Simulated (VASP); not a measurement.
# ZnS: single point with PBE

Crystal: ZnS.

```
Zn S
1.0
     3.80281    0.00000    0.00000
    -1.90140    3.29333    0.00000
     0.00000    0.00000   13.22464
Zn S
4 4
Cartesian
  0.0000 0.0000 0.0007
  0.0000 0.0000 6.6130
  0.0000 2.1956 3.3065
  1.9014 1.0978 9.9188
  0.0000 0.0000 2.4769
  0.0000 0.0000 9.0892
  0.0000 2.1956 5.7876
  1.9014 1.0978 12.3999
```

This cell differs from its parent crystal: volume 20.703 Å^3 an atom, c/a of the conventional cell 3.4776.

- Program: VASP 6.6.1
- Task: single point
- Functional: PBE
- Potentials or basis: VASP PAW PBE potentials, release 64 (Zn, S)
- Cutoff: 520 eV
- k mesh: 9 × 9 × 4
- Occupations: gaussian, width 0.05 eV
- Spin: no spin polarisation
- Dipole correction: no
- Further INCAR settings: ALGO = Normal; EDIFF = 1e-07; NBANDS = 46

* Pressure: -1.2 GPa
* Largest force: 0.209 eV/Å
* Band gap on the k mesh: 1.80 eV, direct

Forces in eV/Å, atoms in the order of the input:
```
Zn   0.000  0.000  0.209
Zn   0.000  0.000  0.209
Zn   0.000  0.000  0.200
Zn   0.000  0.000  0.200
S    0.000  0.000 -0.200
S    0.000  0.000 -0.200
S    0.000  0.000 -0.209
S    0.000  0.000 -0.209
```

Stress tensor (GPa, compression positive):
```
 1.00  0.00  0.00
 0.00  1.00  0.00
 0.00  0.00 -5.59
```

Levels at points of the mesh, in eV from the valence-band top:
| k point | band 34 | band 35 | band 36 | band 37 | band 38 | band 39 |
| --- | --- | --- | --- | --- | --- | --- |
| (0.00, 0.00, 0.00) | -0.28 | 0.00 | 0.00 | 1.80 | 3.42 | 3.42 |
| (0.00, 0.00, 0.50) | -0.11 | -0.11 | -0.11 | 2.74 | 2.74 | 3.48 |

Wall time 9.9 min on 1 thread of AMD EPYC 7R13, with other jobs on the host, peak memory 0.35 GiB.

 A k mesh can miss the band edges.
